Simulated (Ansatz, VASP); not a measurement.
# Two plane-wave programs on Hf

```
CELL_PARAMETERS angstrom
3.67620 0.00000 0.00000
-1.83810 2.35316 0.00000
0.00000 0.00000 5.05780
ATOMIC_POSITIONS crystal
Hf 0.33333 0.66667 0.25000
Hf 0.66667 0.33333 0.75000
```

Change from the starting cell: strain +0.1500 x Voigt [1, -1, 0, 0, 0, 0], atoms carried along.

Alike in both runs: task single point; functional PBE; k mesh 18 × 18 × 10; occupations gaussian, width 0.15 eV; no spin polarisation.

|  | VASP | Ansatz |
| --- | --- | --- |
| version | VASP 6.6.1 | Ansatz 0.2.0 |
| potentials or method | VASP PAW PBE potentials, release 64 (Hf_pv), cutoff 520 eV | scalar-relativistic, plane waves, PAW |
| valence electrons in the cell | 20 | 52 |

```tsv
	VASP	Ansatz	Ansatz less VASP
gap on the k mesh at the Fermi level (eV)	none	none	-
pressure (GPa)	3.7	4.0	+0.29
traceless stress, the component that is largest in VASP (GPa)	10.02	10.01	-0.013
rms of the force components (eV/Å)	0.525	0.528	+0.0026
```

Atom by atom the forces differ by 0.003 eV/Å (rms over components). A gap of «none» marks a metal or a gap that the smearing closes. With one functional, cell and mesh, what is left measures potentials, basis and numerics. VASP's potentials hold 20 valence electrons a cell and Ansatz's 52, so a difference there can come from the potentials and not from the codes.

Spin-orbit coupling is off throughout.
